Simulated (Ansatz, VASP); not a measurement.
**One calculation of HfN, two programs**

```
Hf N
1.0
     3.43311    0.00000    0.00000
    -1.71655    2.97316    0.00000
     0.00000    0.00000    3.96958
Hf N
1 1
Direct
  0.00000 0.00000 0.50000
  0.00000 0.00000 0.00000
```

Alike in both runs: functional PBE; k mesh 18 × 18 × 14; occupations gaussian, width 0.1 eV; no spin polarisation.

Ansatz relaxed the structure, and its values are those at the end. VASP's run is a single point on that final structure, the one shown.

```csv
,VASP,Ansatz
version,VASP 6.6.1,Ansatz 0.2.0
potentials or method,"VASP PAW PBE potentials, release 64 (Hf_pv, N), cutoff 520 eV","scalar-relativistic, plane waves, PAW"
valence electrons in the cell,15,31
```

```tsv
	VASP	Ansatz	Ansatz less VASP
gap on the k mesh at the Fermi level (eV)	none	none	-
pressure (GPa)	0.1	0.0	-0.07
```

A gap of «none» marks a metal or a gap that the smearing closes. VASP's potentials hold 15 valence electrons a cell and Ansatz's 31, so a difference there can come from the potentials and not from the codes.

Spin-orbit coupling is off throughout.
